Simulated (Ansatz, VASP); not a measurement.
# One calculation of HfC, two programs

INCAR

```
  PREC = Accurate
  ENCUT = 520
  EDIFF = 1E-7
  ISMEAR = 0
  SIGMA = 0.1
  LREAL = False
  LASPH = True
  NELM = 100
  ALGO = Normal
  ISIF = 2
  LWAVE = False
  LCHARG = True
  GGA = PS
  LELF = True
  LVHAR = True
  NBANDS = 22
```

KPOINTS

```
Automatic mesh
0
Gamma
  15 15 8
```

POSCAR

```
HfC
1.0
    3.5197705246      0.0000000000      0.0000000000
   -1.7598852623      3.0482106898      0.0000000000
    0.0000000000      0.0000000000      5.3219602049
Hf C
2 2
Direct
    0.6666666700      0.3333333300      0.7500000000
    0.3333333300      0.6666666700      0.2500000000
    0.0000000000      0.0000000000      0.0000000000
    0.0000000000      0.0000000000      0.5000000000
```

Input for Ansatz:

```yaml
crystal:
  lattice:
    - [3.5197705246, 0.0, 0.0]
    - [-1.7598852623, 3.0482106898, 0.0]
    - [0.0, 0.0, 5.3219602049]
  atoms:
    - { symbol: Hf, position: [0.66666667, 0.33333333, 0.75] }
    - { symbol: Hf, position: [0.33333333, 0.66666667, 0.25] }
    - { symbol: C, position: [0.0, 0.0, 0.0] }
    - { symbol: C, position: [0.0, 0.0, 0.5] }
basis:
  ecutwfc: 420
kpoints:
  mp_grid: { grid: [15, 15, 8] }
hamiltonian:
  xc: pbesol
scf:
  occupations: { method: gaussian, width: 0.1 }
output:
  forces: true
  stress: true
  eigenvalues: true
```

Alike in both runs: task single point; functional PBEsol; k mesh 15 × 15 × 8; occupations gaussian, width 0.1 eV; no spin polarisation.

|  | VASP | Ansatz |
| --- | --- | --- |
| version | VASP 6.6.1 | Ansatz 0.2.0 |
| potentials or method | VASP PAW PBE potentials, release 64 (Hf_pv, C), cutoff 520 eV | scalar-relativistic, plane waves, PAW |
| valence electrons in the cell | 28 | 60 |

Ansatz gave:

* gap on the k mesh at the Fermi level (eV): none
* pressure (GPa): -28.6
* traceless stress, the component that is largest in VASP (GPa): 5.68

Estimate VASP's values.

gap on the k mesh at the Fermi level (eV): none; pressure (GPa): -29.3; traceless stress, the component that is largest in VASP (GPa): 5.71.

VASP's potentials were made for PBE, not for PBEsol. A gap of «none» marks a metal or a gap that the smearing closes. Both programs put the cell under strong tension, so it lies far from rest at this level. With one functional, cell and mesh, what is left measures potentials, basis and numerics. VASP's potentials hold 28 valence electrons a cell and Ansatz's 60, so a difference there can come from the potentials and not from the codes.

Neither program's run includes spin-orbit coupling.
